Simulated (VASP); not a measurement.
A run of VASP 6.6.1 is set up as follows.

POSCAR

```
GaSb
1.0
    0.0000000000      3.0658787993      3.0658787993
    3.0658787993      0.0000000000      3.0658787993
    3.0658787993      3.0658787993      0.0000000000
Ga Sb
1 1
Direct
    0.0000000000      0.0000000000      0.0000000000
    0.2500000000      0.2500000000      0.2500000000
```

Contents of INCAR.step1:

```
ALGO = Normal
EDIFF = 1E-5
ENCUT = 400
GGA = PE
GGA_COMPAT = F
ISIF = 2
ISMEAR = -1
LASPH = T
LCHARG = F
LREAL = F
LWAVE = T
NBANDS = 21
NELM = 120
PREC = Accurate
SIGMA = 0.02
```

The input INCAR.step2:

```
AEXX = 0.4
ALGO = Normal
EDIFF = 1E-6
ENCUT = 400
GGA = PE
GGA_COMPAT = F
HFSCREEN = 0.5
ISIF = 2
ISMEAR = -1
ISTART = 1
LASPH = T
LCHARG = F
LHFCALC = T
LREAL = F
LWAVE = F
NBANDS = 21
NELM = 120
PREC = Accurate
PRECFOCK = Normal
SIGMA = 0.02
```

File KPOINTS:

```
k-points
0
Gamma
  4 4 4
```

Potentials or basis: VASP PAW PBE potentials, release 64 (Ga_d, Sb_d_GW).

The run is started by

```sh
$ cat potpaw_PBE.64/Ga_d/POTCAR potpaw_PBE.64/Sb_d_GW/POTCAR > POTCAR
$ cp INCAR.step1 INCAR
$ mpirun -np 1 vasp_std > vasp.out
$ cp INCAR.step2 INCAR
$ mpirun -np 1 vasp_std > vasp.out
```

Task: Predict the pressure.

Result: 0.4 GPa.

Task: What does it give for the band gap on the k mesh?

Result: 0.71 eV.

Caveat: the k points lie up to 0.44 Å⁻¹ apart; the PAW data sets were made with another functional, which shifts forces and pressure a little; spin-orbit coupling is left out, which moves the levels of the heavy elements. A k mesh can miss the band edges.
